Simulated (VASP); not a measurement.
A run of VASP 6.6.1 is set up as follows.

INCAR

```
SYSTEM = Si2Ge
PREC     = Accurate       ! precision mode
ENCUT    = 520            ! plane-wave cutoff, eV
EDIFF    = 1E-6           ! SCF threshold, eV
ISMEAR   = 0              ! smearing method
SIGMA    = 0.02           ! smearing width, eV
LREAL    = .False.        ! projectors in reciprocal space
LASPH    = .True.         ! aspherical terms in the spheres
NELM     = 100            ! most SCF steps
ALGO     = Normal         ! electronic algorithm
ISIF     = 2              ! what is computed and relaxed
LWAVE    = .False.        ! write WAVECAR
LCHARG   = .False.        ! write CHGCAR
GGA      = PE             ! functional
NBANDS   = 31             ! bands
```

KPOINTS

```
Automatic mesh
0
Gamma
  12 12 4
  0 0 0
```

File POSCAR:

```
Si2Ge
1.0
    3.9300151997      0.0000000000      0.0000000000
   -1.9650075999      3.4034930002      0.0000000000
    0.0000000000      0.0000000000      9.6184460000
Si Ge
4 2
Direct
    0.3333333333      0.6666666667      0.5398500000
    0.6666666667      0.3333333333      0.2141960000
    0.3333333333      0.6666666667      0.7858040000
    0.6666666667      0.3333333333      0.4601500000
    0.0000000000      0.0000000000      0.8707140000
    0.0000000000      0.0000000000      0.1292860000
```

Potentials or basis: VASP PAW PBE potentials, release 64 (Si, Ge_d).

Launch:

```console
$ cat potpaw_PBE.64/Si/POTCAR potpaw_PBE.64/Ge_d/POTCAR > POTCAR
$ mpirun -np 1 vasp_std > vasp.out
```

Task: Estimate the band gap on the k mesh.

Result: 0.61 eV (least direct gap 1.15 eV).

Task: Predict the largest force.

Result: 0.006 eV/Å.

Task: Estimate the pressure.

Result: -0.1 GPa.

Forces on the atoms (eV/Å):
```
Si   0.000  0.000 -0.003
Si   0.000  0.000 -0.005
Si   0.000  0.000  0.005
Si   0.000  0.000  0.003
Ge   0.000  0.000 -0.006
Ge   0.000  0.000  0.006
```

A k mesh can miss the band edges.
